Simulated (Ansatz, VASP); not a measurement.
## One calculation of CsRb, two programs

```
Cs Rb
1.0
     7.46766    0.00000    0.00000
    -3.73383    6.46718    0.00000
     0.00000    0.00000   17.00000
Cs Rb
1 1
Cartesian
  0.0000 4.3115 7.3388
  3.7338 2.1557 9.6612
```

Alike in both runs: task single point; functional PBE; k mesh 3 × 3 × 1; occupations gaussian, width 0.1 eV; no spin polarisation.

|  | VASP | Ansatz |
| --- | --- | --- |
| version | VASP 6.6.1 | Ansatz 0.2.0 |
| potentials or method | VASP PAW PBE potentials, release 64 (Cs_sv, Rb_sv), cutoff 520 eV | scalar-relativistic, plane waves, PAW |
| valence electrons in the cell | 18 | 18 |

```csv
,VASP,Ansatz,Ansatz less VASP
gap on the k mesh at the Fermi level (eV),0.19,0.19,0.000
least direct gap on the mesh (eV),0.19,0.19,0.000
rms of the force components (eV/Å),0.011,0.011,-0.0001
```

Atom by atom the forces differ by 0.000 eV/Å (rms over components). With one functional, cell and mesh, what is left measures potentials, basis and numerics. Ansatz's warnings: slab cell height set, structure snapped to symmetry.

Spin-orbit coupling is off throughout.
